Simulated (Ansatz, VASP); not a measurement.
One calculation of SiC, two programs

```xyz
12
Lattice="3.0318 0.0000 0.0000 -1.5159 2.6256 0.0000 0.0000 0.0000 14.8766" Properties=species:S:1:pos:R:3 pbc="T T T"
Si    0.0000    1.7504   12.3921
Si    1.5159    0.8752    4.9538
Si    1.5159    0.8752    9.9152
Si    0.0000    1.7504    2.4770
Si    0.0000    0.0000    7.4342
Si    0.0000    0.0000   14.8724
C     0.0000    0.0000   13.0076
C     0.0000    0.0000    5.5694
C     0.0000    1.7504   10.5326
C     1.5159    0.8752    3.0943
C     1.5159    0.8752    8.0559
C     0.0000    1.7504    0.6176
```

Alike in both runs: task single point; functional PBE; k mesh 9 × 9 × 2; no spin polarisation.

```csv
,VASP,Ansatz
version,VASP 6.6.1,Ansatz 0.2.0
potentials or method,"VASP PAW PBE potentials, release 64 (Si, C)","plane waves, PAW"
plane-wave cutoff (eV),520,420
occupations,"gaussian, width 0.01 eV",fixed
valence electrons in the cell,48,48
```

|  | VASP | Ansatz | Ansatz less VASP |
| --- | --- | --- | --- |
| gap on the k mesh at the Fermi level (eV) | 2.10 | 2.10 | +0.002 |
| pressure (GPa) | 14.8 | 14.9 | +0.09 |
| traceless stress, the component that is largest in VASP (GPa) | -0.10 | -0.10 | -0.007 |
| rms of the force components (eV/Å) | 0.005 | 0.005 | +0.0004 |

Atom by atom the forces differ by 0.000 eV/Å (rms over components).
